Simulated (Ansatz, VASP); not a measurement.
# Two plane-wave programs on CuO

```
CELL_PARAMETERS angstrom
2.34044 -1.71078 -0.02293
2.31974 1.68246 -0.01014
-0.89088 0.02409 5.07863
ATOMIC_POSITIONS crystal
Cu 0.99173 0.49395 0.99449
Cu 0.49091 0.98042 0.49879
O 0.57340 0.39839 0.25770
O 0.39187 0.56104 0.73971
```

Change from the starting cell: kmesh displaced: [1, 1, 1] Gamma-centred.

Alike in both runs: task single point; functional PBE; k mesh 1 × 1 × 1; occupations gaussian, width 0.1 eV; no spin polarisation.

```csv
,VASP,Ansatz
version,VASP 6.6.1,Ansatz 0.2.0
potentials or method,"VASP PAW PBE potentials, release 64 (Cu, O), cutoff 520 eV","scalar-relativistic, plane waves, PAW"
valence electrons in the cell,34,50
```

```csv
,VASP,Ansatz,Ansatz less VASP
gap on the k mesh at the Fermi level (eV),0.31,0.32,+0.018
least direct gap on the mesh (eV),0.31,0.32,+0.018
pressure (GPa),7.1,7.1,+0.06
"traceless stress, the component that is largest in VASP (GPa)",20.06,19.19,-0.864
rms of the force components (eV/Å),0.649,0.680,+0.0311
```

Atom by atom the forces differ by 0.043 eV/Å (rms over components). VASP's potentials hold 34 valence electrons a cell and Ansatz's 50, so a difference there can come from the potentials and not from the codes.

The k mesh is coarse, so the values compare programs but aren't converged.
